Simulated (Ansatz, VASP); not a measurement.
One calculation of WC, two programs

```
CELL_PARAMETERS angstrom
2.89841 0.00000 0.00000
-1.44921 2.51010 0.00000
0.00000 0.00000 2.82761
ATOMIC_POSITIONS crystal
W 0.00000 0.00000 0.00000
C 0.66667 0.33333 0.50000
```

Alike in both runs: task relaxation of cell and atoms; functional PBEsol; k mesh 18 × 18 × 14; occupations fermi-dirac, width 0.15 eV; no spin polarisation.

|  | VASP | Ansatz |
| --- | --- | --- |
| version | VASP 6.6.1 | Ansatz 0.2.0 |
| potentials or method | VASP PAW PBE potentials, release 64 (W_sv, C), cutoff 600 eV | scalar-relativistic, plane waves, PAW |
| valence electrons in the cell | 18 | 18 |

|  | VASP | Ansatz | Ansatz less VASP |
| --- | --- | --- | --- |
| gap on the k mesh at the Fermi level, each at its own relaxed structure (eV) | none | none | - |
| relaxed volume (Å³/atom) | 10.32 | 10.29 | -0.030 |
| relaxed cell length with the largest relative difference (Å) | 2.830 | 2.827 | -0.0031 |

VASP's potentials were made for PBE, not for PBEsol. A gap of «none» marks a metal or a gap that the smearing closes.

Neither program's run includes spin-orbit coupling.
